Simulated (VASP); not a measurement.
# SnSe (I4/mmm) in VASP: further runs

SnSe is run at these levels: PBE; tasks: single point.

Program: VASP 6.6.1. These are calculated values, not measurements. Logs are shortened: lines on timing, memory, paths and dates and some standing lists are left out, and cuts for length are marked.

## (1) The cell of the first run

The structure is tetragonal, space group I4/mmm (No. 139). The conventional cell has a = 4.118 Å, b = 4.118 Å, c = 6.051 Å, α = 90.00°, β = 90.00°, γ = 90.00°. Sn (site symmetry 4/mmm) has 6 Se at 2.91 to 3.03 Å within 3.8 Å. Se (site symmetry 4/mmm) has 6 Sn at 2.91 to 3.03 Å within 3.8 Å.

## (2) Single point, PBE (epitaxial xy strain -3.0%)

Input file INCAR:

```
SYSTEM = SnSe
PREC = Accurate
ENCUT = 500
EDIFF = 1E-6
ISMEAR = -1
SIGMA = 0.02
LREAL = .FALSE.
LASPH = .TRUE.
NELM = 120
ALGO = Normal
ISIF = 2
LWAVE = .FALSE.
LCHARG = .FALSE.
GGA = PE
NBANDS = 17
GGA_COMPAT = .FALSE.
```

Input file KPOINTS:

```
Automatic mesh
0
G
  8 8 8
  0 0 0
```

Input file POSCAR:

```
SnSe
1.0
    0.0000000000      2.9120497591      3.0253233071
    2.9120497591      0.0000000000      3.0253233071
    2.9120497591      2.9120497591      0.0000000000
Sn Se
1 1
Direct
    0.0000000000      0.0000000000      0.0000000000
    0.5000000000      0.5000000000      0.5000000000
```

Potentials or basis: VASP PAW PBE potentials, release 64 (Sn_d, Se).

The run is started by

```console
$ cat potpaw_PBE.64/Sn_d/POTCAR potpaw_PBE.64/Se/POTCAR > POTCAR
$ mpirun -np 1 vasp_std > vasp.out
```

OUTCAR:

```text
SYSTEM = SnSe
   PREC = Accurate
   ENCUT = 500
   EDIFF = 1E-6
   ISMEAR = -1
   LREAL = .FALSE.
   LASPH = .TRUE.
   NELM = 120
   ISIF = 2
   GGA = PE

 ion  position               nearest neighbor table
   1  0.000  0.000  0.000-   2 2.91   2 2.91   2 2.91   2 2.91   2 3.03   2 3.03
   2  0.500  0.500  0.500-   1 2.91   1 2.91   1 2.91   1 2.91   1 3.03   1 3.03

  LATTYP: Found a body centered tetragonal cell.
 ALAT       =     4.1182602636
 C/A-ratio  =     1.4692239506

  Lattice vectors:

 A1 = (  -2.9120497591,   0.0000000000,   3.0253233071)
 A2 = (   2.9120497591,   0.0000000000,   3.0253233071)
 A3 = (   0.0000000000,   2.9120497591,  -3.0253233071)

Analysis of symmetry for initial positions (statically):
=====================================================================
 Subroutine PRICEL returns:
 Original cell was already a primitive cell.

 Routine SETGRP: Setting up the symmetry group for a
 body centered tetragonal supercell.

 Subroutine GETGRP returns: Found 16 space group operations
 (whereof 16 operations were pure point group operations)
 out of a pool of 16 trial point group operations.

The static configuration has the point symmetry D_4h.

Analysis of symmetry for dynamics (positions and initial velocities):
=====================================================================
 Subroutine PRICEL returns:
 Original cell was already a primitive cell.

 Routine SETGRP: Setting up the symmetry group for a
 body centered tetragonal supercell.

 Subroutine GETGRP returns: Found 16 space group operations
 (whereof 16 operations were pure point group operations)
 out of a pool of 16 trial point group operations.

The dynamic configuration has the point symmetry D_4h.

 Subroutine INISYM returns: Found 16 space group operations
 (whereof 16 operations are pure point group operations),
 and found     1 'primitive' translations

----------------------------------------------------------------------------------------

                                     Primitive cell

  volume of cell :      51.3097

  direct lattice vectors                    reciprocal lattice vectors
     0.000000000  2.912049759  3.025323307    -0.171700363  0.171700363  0.165271592
     2.912049759  0.000000000  3.025323307     0.171700363 -0.171700363  0.165271592
     2.912049759  2.912049759  0.000000000     0.171700363  0.171700363 -0.165271592

  length of vectors
[... 73 lines left out ...]
   PREC   = accura    normal or accurate (medium, high low for compatibility)
   ISTART =      0    job   : 0-new  1-cont  2-samecut
   ICHARG =      2    charge: 1-file 2-atom 10-const
   ISPIN  =      1    spin polarized calculation?
   LNONCOLLINEAR =      F non collinear calculations
   LSORBIT =      F    spin-orbit coupling
   LASPH  =      T    aspherical Exc in radial PAW
   ENCUT  =  500.0 eV  36.75 Ry    6.06 a.u.   7.66  7.66  7.51*2*pi/ulx,y,z
   NELM   =    120;   NELMIN=  2; NELMDL= -5     # of ELM steps
   EDIFF  = 0.1E-05   stopping-criterion for ELM
   LREAL  =      F    real-space projection
   EDIFFG = 0.1E-04   stopping-criterion for IOM
   NSW    =      0    number of steps for IOM
   IBRION =     -1    ionic relax: 0-MD 1-quasi-New 2-CG
   NFREE  =      0    steps in history (QN), initial steepest desc. (CG)
   ISIF   =      2    stress and relaxation
   ISYM   =      2    0-nonsym 1-usesym 2-fastsym
   POTIM  = 0.5000    time-step for ionic-motion
   TEBEG  =    0.0;   TEEND  =   0.0 temperature during run
   PSTRESS=    0.0 pullay stress
   NELECT =      20.0000    total number of electrons
   NUPDOWN=      -1.0000    fix difference up-down
   EMIN   =  10.00;   EMAX   =-10.00  energy-range for DOS
   EFERMI =   0.00;   METHOD = LEGACY
   ISMEAR =    -1;   SIGMA  =   0.02  broadening in eV -4-tet -1-fermi 0-gaus
   EFERMI_NEDOS =   21; number of points for ismear=-14 and -15
   IALGO  =     38    algorithm
   IMIX   =      4    mixing-type and parameters
     AMIX     =   0.40;   BMIX     =  1.00
     AMIX_MAG =   1.60;   BMIX_MAG =  1.00
  volume/ion in A,a.u.               =      25.65       173.13
  Fermi-wavevector in a.u.,A,eV,Ry     =   1.195873  2.259872 19.457856  1.430112
  Thomas-Fermi vector in A             =   2.331827
   LORBIT       =      0    0 simple, 1 ext, 2 COOP (PROOUT), +10 PAW based schemes
   GGA     = PE    functional components
   LHFCALC =     F    Hartree Fock is set to
   AEXX    =    0.0000 exact exchange contribution
   IVDW    =     0    specifies the selected vdW correction
   LEPSILON=     F    determine dielectric tensor
   LRPA    =     F    only Hartree local field effects (RPA)
 non-spin polarized calculation
  energy-cutoff  :      500.00
  volume of cell :       51.31
 maximum number of plane-waves:      1319
   NGX = 15   NGY = 15   NGZ = 15

 number of electron      20.0000006 magnetization

 Free energy of the ion-electron system (eV)
  ---------------------------------------------------
  ext. energy  EPLUGINS =         0.00000000
  ---------------------------------------------------
  free energy    TOTEN  =        -8.14093905 eV

  energy without entropy =       -8.14093905  energy(sigma->0) =       -8.14093905

 E-fermi :   6.6041     XC(G=0):  -9.8789

 val. band max:        6.2454852164   @ k =  -0.2500   0.1250   0.0000
 cond. band min:       6.9638309597   @ k =  -0.3750   0.0000   0.1250
 fundamental gap:      0.7183457433
 Fermi energy:         6.6041011576

 k-point     1 :       0.0000    0.0000    0.0000
  band No.  band energies     occupation
      1     -15.3224      2.00000
      2     -15.3156      2.00000
      3     -15.3156      2.00000
      4     -15.3057      2.00000
      5     -15.3049      2.00000
      6      -8.0216      2.00000
[... 457 lines left out ...]
      4     -15.3035      2.00000
      5     -15.2910      2.00000
      6      -7.1888      2.00000
[... 9 lines left out ...]
     16      15.6995      0.00000
     17      17.6004      0.00000

 [... further k-points ...]
[... 5 lines left out ...]
  --------------------------------------------------------------------------------------
  -------------------------------------------------------------------------------------
  Total        2.1448782      2.1448782      0.3374077      0.0000000      0.0000000      0.0000000
  in kB       66.9751732     66.9751732     10.5357669      0.0000000      0.0000000      0.0000000
  external PRESSURE =      48.1620378 kB  Pullay stress =       0.0000000 kB

 VOLUME and BASIS-vectors are now :
 -----------------------------------------------------------------------------
  energy-cutoff  :      500.00
  volume of cell :       51.31
      direct lattice vectors                 reciprocal lattice vectors
     0.000000000  2.912049759  3.025323307    -0.171700363  0.171700363  0.165271592
     2.912049759  0.000000000  3.025323307     0.171700363 -0.171700363  0.165271592
     2.912049759  2.912049759  0.000000000     0.171700363  0.171700363 -0.165271592

 POSITION                                       TOTAL-FORCE (eV/Angst)
 -----------------------------------------------------------------------------------
      0.00000      0.00000      0.00000         0.000000     -0.000000     -0.000000
      2.91205      2.91205      3.02532        -0.000000      0.000000      0.000000
 -----------------------------------------------------------------------------------
    total drift:                                0.000000     -0.000000     -0.000000

  FREE ENERGIE OF THE ION-ELECTRON SYSTEM (eV)
  ---------------------------------------------------
  free  energy   TOTEN  =        -8.1409390498 eV

  energy  without entropy=       -8.1409390490  energy(sigma->0) =       -8.14093905
```

stdout:

```text
POSCAR found type information on POSCAR SnSe
 POSCAR found :  2 types and       2 ions
 scaLAPACK will be used
 LDA part: xc-table for (Slater+PW92), standard interpolation
 POSCAR, INCAR and KPOINTS ok, starting setup
 FFT: planning ... GRIDC
 FFT: planning ... GRID_SOFT
 FFT: planning ... GRID
 WAVECAR not read
 entering main loop
```

Run time: 63 s. Hardware: 1 thread of Intel Xeon 8259CL, shared host; peak memory 0.21 GiB.

What came out:

- Free energy: -8.1409 eV
- Pressure: 4.8 GPa
- Band gap on the k mesh: 0.72 eV, indirect (least direct gap 0.77 eV)

Stress tensor (GPa, compression positive):
```
6.70 0.00 0.00
0.00 6.70 0.00
0.00 0.00 1.05
```

Levels at points of the mesh, in eV from the valence-band top:
```
           k point  band 6  band 7  band 8  band 9  band 10  band 11  band 12  band 13  band 14  band 15
(0.00, 0.00, 0.00)  -14.27   -4.81   -2.46   -2.46    -2.09     3.98     4.92     4.92     5.64     5.93
(0.50, 0.00, 0.00)  -13.20   -8.35   -2.12   -2.03    -0.02     0.88     1.17     1.36     8.45    10.20
(0.50, 0.50, 0.00)  -12.97   -5.85   -5.81   -3.84    -3.84     2.94     5.89     5.89     6.07    10.71
(0.50, 0.00, 0.50)  -12.80   -6.03   -5.90   -4.15    -3.71     2.82     5.19     6.17     6.59    10.53
```

Caveat: the cell differs from its parent crystal (epitaxial xy strain -3.0%); spin-orbit coupling is left out, which moves the levels of the heavy elements.

## (3) Single point, PBE (epitaxial xy strain -2.0%)

Input file INCAR:

```
SYSTEM = SnSe
PREC = Accurate ; ENCUT = 500
EDIFF = 1E-6 ; ISMEAR = -1
SIGMA = 0.02 ; LREAL = .False.
LASPH = .True. ; NELM = 120
ALGO = Normal ; ISIF = 2
LWAVE = .False. ; LCHARG = .False.
GGA = PE ; NBANDS = 17
GGA_COMPAT = .False.
```

Input file KPOINTS:

```
regular mesh
0
Gamma
  8 8 8
  0 0 0
```

Input file POSCAR:

```
SnSe
1.0
    0.0000000000      2.9420708907      3.0125935861
    2.9420708907      0.0000000000      3.0125935861
    2.9420708907      2.9420708907      0.0000000000
Sn Se
1 1
Direct
    0.0000000000      0.0000000000      0.0000000000
    0.5000000000      0.5000000000      0.5000000000
```

Potentials or basis: VASP PAW PBE potentials, release 64 (Sn_d, Se).

The run is started by

```console
$ cat potpaw_PBE.64/Sn_d/POTCAR potpaw_PBE.64/Se/POTCAR > POTCAR
$ mpirun -np 1 vasp_std > vasp.out
```

Run time: 66 s. Hardware: 1 thread of Intel Xeon 8259CL, shared host; peak memory 0.21 GiB.

Results (log left out):

| Quantity | Value |
| --- | --- |
| Free energy | -8.1772 eV |
| Pressure | 3.6 GPa |
| Band gap on the k mesh | 0.73 eV, indirect (least direct gap 0.80 eV) |

Stress tensor (GPa, compression positive):
```
4.71 0.00 0.00
0.00 4.71 0.00
0.00 0.00 1.37
```

Levels at points of the mesh, in eV from the valence-band top:
```csv
k point,band 7,band 8,band 9,band 10,band 11,band 12,band 13,band 14
"(0.00, 0.00, 0.00)",-4.87,-2.36,-2.36,-2.13,4.15,4.73,4.73,5.73
"(0.50, 0.00, 0.00)",-8.25,-2.05,-2.00,0.00,0.80,1.21,1.33,8.41
"(0.50, 0.50, 0.00)",-5.90,-5.71,-3.78,-3.78,2.96,5.73,5.73,6.09
"(0.50, 0.00, 0.50)",-6.01,-5.76,-3.97,-3.69,2.89,5.31,5.91,6.41
```

Caveat: the cell differs from its parent crystal (epitaxial xy strain -2.0%); spin-orbit coupling is left out, which moves the levels of the heavy elements. A k mesh can miss the band edges.

## (4) Single point, PBE (epitaxial xy strain -1.0%)

Input file INCAR:

```
SYSTEM = SnSe
PREC     = Accurate       ! precision mode
ENCUT    = 500            ! plane-wave cutoff, eV
EDIFF    = 1E-6           ! SCF threshold, eV
ISMEAR   = -1             ! smearing method
SIGMA    = 0.02           ! smearing width, eV
LREAL    = .False.        ! projectors in reciprocal space
LASPH    = .True.         ! aspherical terms in the spheres
NELM     = 120            ! most SCF steps
ALGO     = Normal         ! electronic algorithm
ISIF     = 2              ! what is computed and relaxed
LWAVE    = .False.        ! write WAVECAR
LCHARG   = .False.        ! write CHGCAR
GGA      = PE             ! functional
NBANDS   = 17             ! bands
GGA_COMPAT= .False.
```

Input file KPOINTS:

```
Automatic mesh
0
Gamma
  8 8 8
  0 0 0
```

Input file POSCAR:

```
SnSe
1.0
    0.0000000000      2.9720920222      3.0070541275
    2.9720920222      0.0000000000      3.0070541275
    2.9720920222      2.9720920222      0.0000000000
Sn Se
1 1
Direct
    0.0000000000      0.0000000000      0.0000000000
    0.5000000000      0.5000000000      0.5000000000
```

The run is started by

```console
$ cat potpaw_PBE.64/Sn_d/POTCAR potpaw_PBE.64/Se/POTCAR > POTCAR
$ mpirun -np 1 vasp_std > vasp.out
```

Wall time 60 s (1 thread of Intel Xeon 8259CL, shared host); peak memory 0.2 GiB.

Results (log left out):

```
Free energy            : -8.2021 eV
Pressure               : 2.4 GPa
Band gap on the k mesh : 0.70 eV, direct
```

Stress tensor (GPa, compression positive):
```
2.92 0.00 0.00
0.00 2.92 0.00
0.00 0.00 1.36
```

Levels at points of the mesh, in eV from the valence-band top:
```
           k point  band 6  band 7  band 8  band 9  band 10  band 11  band 12  band 13  band 14  band 15
(0.00, 0.00, 0.00)  -14.03   -4.96   -2.28   -2.28    -2.17     4.25     4.54     4.54     5.80     5.89
(0.50, 0.00, 0.00)  -13.04   -8.16   -2.01   -1.98     0.00     0.70     1.23     1.29     8.34    10.22
(0.50, 0.50, 0.00)  -12.77   -5.95   -5.61   -3.72    -3.72     2.99     5.56     5.56     6.06    10.56
(0.50, 0.00, 0.50)  -12.72   -6.00   -5.64   -3.81    -3.68     2.95     5.35     5.65     6.22    10.53
```

Caveat: the cell differs from its parent crystal (epitaxial xy strain -1.0%); spin-orbit coupling is left out, which moves the levels of the heavy elements. A k mesh can miss the band edges.

## (5) Single point, PBE (epitaxial xy strain +1.0%)

Input file INCAR:

```
PREC     = Accurate       # precision mode
ENCUT    = 500            # plane-wave cutoff, eV
EDIFF    = 1E-6           # SCF threshold, eV
ISMEAR   = -1             # smearing method
SIGMA    = 0.02           # smearing width, eV
LREAL    = False          # projectors in reciprocal space
LASPH    = True           # aspherical terms in the spheres
NELM     = 120            # most SCF steps
ALGO     = Normal         # electronic algorithm
ISIF     = 2              # what is computed and relaxed
LWAVE    = False          # write WAVECAR
LCHARG   = False          # write CHGCAR
GGA      = PE             # functional
NBANDS   = 17             # bands
GGA_COMPAT= False
```

Input file KPOINTS:

```
regular mesh
0
Gamma
  8 8 8
```

Input file POSCAR:

```
SnSe
1.0
    0.0000000000      3.0321342853      2.9959284313
    3.0321342853      0.0000000000      2.9959284313
    3.0321342853      3.0321342853      0.0000000000
Sn Se
1 1
Direct
    0.0000000000      0.0000000000      0.0000000000
    0.5000000000      0.5000000000      0.5000000000
```

The run is started by

```console
$ cat potpaw_PBE.64/Sn_d/POTCAR potpaw_PBE.64/Se/POTCAR > POTCAR
$ mpirun -np 1 vasp_std > vasp.out
```

It took 64 s on 1 thread of Intel Xeon 8259CL, shared host; peak memory 0.2 GiB.

The run converged. Its results:

```yaml
Free_energy: -8.2194 eV
Pressure: 0.4 GPa
Band_gap_on_the_k_mesh: 0.54 eV, direct
```

Stress tensor (GPa, compression positive):
```
-0.06  0.00  0.00
 0.00 -0.06  0.00
 0.00  0.00  1.36
```

Levels at points of the mesh, in eV from the valence-band top:
| k point | band 6 | band 7 | band 8 | band 9 | band 10 | band 11 | band 12 | band 13 | band 14 | band 15 |
| --- | --- | --- | --- | --- | --- | --- | --- | --- | --- | --- |
| (0.00, 0.00, 0.00) | -13.80 | -5.10 | -2.24 | -2.13 | -2.13 | 4.18 | 4.18 | 4.47 | 5.85 | 5.85 |
| (0.50, 0.00, 0.00) | -12.89 | -8.00 | -1.93 | -1.91 | 0.00 | 0.54 | 1.22 | 1.29 | 8.22 | 10.05 |
| (0.50, 0.50, 0.00) | -12.60 | -6.04 | -5.42 | -3.61 | -3.61 | 3.03 | 5.25 | 5.25 | 6.01 | 10.41 |
| (0.50, 0.00, 0.50) | -12.64 | -5.99 | -5.39 | -3.65 | -3.52 | 3.07 | 5.17 | 5.46 | 5.85 | 10.40 |

Caveat: the cell differs from its parent crystal (epitaxial xy strain +1.0%); spin-orbit coupling is left out, which moves the levels of the heavy elements. A k mesh can miss the band edges.

[end of part 1 of 2]
